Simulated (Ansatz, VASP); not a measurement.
**One calculation of Na, two programs**

```
Na
1.0
     3.81251    0.00000    0.00000
    -1.90625    3.30173    0.00000
     0.00000    0.00000   12.04171
Na
4
Direct
  0.00000 0.00000 0.00000
  0.00000 0.00000 0.50000
  0.33333 0.66667 0.25000
  0.66667 0.33333 0.75000
```

Alike in both runs: functional r2SCAN; k mesh 6 × 6 × 2; occupations gaussian, width 0.1 eV; no spin polarisation.

Ansatz relaxed the structure, and its values are those at the end. VASP's run is a single point on that final structure, the one shown.

|  | VASP | Ansatz |
| --- | --- | --- |
| version | VASP 6.6.1 | Ansatz 0.2.0 |
| potentials or method | VASP PAW PBE potentials, release 64 (Na_pv), cutoff 520 eV | scalar-relativistic, plane waves, PAW |
| valence electrons in the cell | 28 | 36 |

```tsv
	VASP	Ansatz	Ansatz less VASP
gap on the k mesh at the Fermi level (eV)	none	none	-
pressure (GPa)	-0.1	0.0	+0.07
```

VASP's potentials were made for PBE, not for r2SCAN. A gap of «none» marks a metal or a gap that the smearing closes. The functional is the same, so the differences come from potentials, cutoffs and numerics. VASP's potentials hold 28 valence electrons a cell and Ansatz's 36, so a difference there can come from the potentials and not from the codes.
